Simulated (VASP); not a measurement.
C, 1 atom in the cell. It takes space group Fm-3m (No. 225, cubic). Conventional cell: a = 3.067 Å, b = 3.067 Å, c = 3.067 Å, α = 90.00°, β = 90.00°, γ = 90.00°. C (site symmetry m-3m) has 12 C at 2.17 Å within 2.9 Å. 

- Program: VASP 6.6.1
- Task: single point
- Functional: PBE
- Potentials or basis: VASP PAW PBE potentials, release 64 (C)
- Cutoff: 520 eV
- k mesh: 22 × 22 × 22
- Occupations: fermi-dirac, width 0.08 eV
- Spin: no spin polarisation
- Dipole correction: no
- Further INCAR settings: ALGO = Normal; EDIFF = 1e-07; NBANDS = 8

Potentials or basis: VASP PAW PBE potentials, release 64 (C).

Launch:

```console
$ cat potpaw_PBE.64/C/POTCAR > POTCAR
$ mpirun -np 1 vasp_std > vasp.out
```

Hardware: 1 thread of Intel Xeon 8259CL, on a shared host.

Q: How long does it take, and how much memory?

A: Wall time 7.3 s on 1 thread of Intel Xeon 8259CL, on a shared host, peak memory 0.12 GiB. Counts: scf iterations 11, k points 328.
